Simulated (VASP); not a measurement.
Here is a VASP 6.6.1 calculation.

File INCAR:

```
SYSTEM = HfB2
ALGO = Normal
EDIFF = 1E-6
ENCUT = 520
GGA = PE
ISIF = 2
ISMEAR = -1
LASPH = .TRUE.
LCHARG = .FALSE.
LREAL = .FALSE.
LWAVE = .FALSE.
NBANDS = 15
NELM = 100
PREC = Accurate
SIGMA = 0.05
```

The input KPOINTS:

```
k-points
0
G
  13 13 11
  0 0 0
```

POSCAR

```
HfB2
1.0
    3.1400001005     -0.0157000005     -0.0157000005
   -1.5835966496      2.7271698552     -0.0057465990
   -0.0174000000     -0.0174000000      3.4800000000
Hf B
1 2
Direct
    0.0000000000      0.0000000000      0.0000000000
    0.3333333333      0.6666666667      0.5000000000
    0.6666666667      0.3333333333      0.5000000000
```

Potentials or basis: VASP PAW PBE potentials, release 64 (Hf_pv, B).

Launch:

```console
$ cat potpaw_PBE.64/Hf_pv/POTCAR potpaw_PBE.64/B/POTCAR > POTCAR
$ mpirun -np 1 vasp_std > vasp.out
```

Question: Estimate the pressure.

Answer: 1.1 GPa.

Question: Estimate the band gap on the k mesh.

Answer: Zero (bands 8 and 9 overlap by 1.03 eV).

Forces on the atoms (eV/Å):
```
Hf   0.000  0.000  0.000
B   -0.014  0.001 -0.002
B    0.014 -0.001  0.002
```

Caveat: the cell differs from its parent crystal (equal xy, yz and zx shear strains of -1 %); spin-orbit coupling is left out, which moves the levels of the heavy elements.
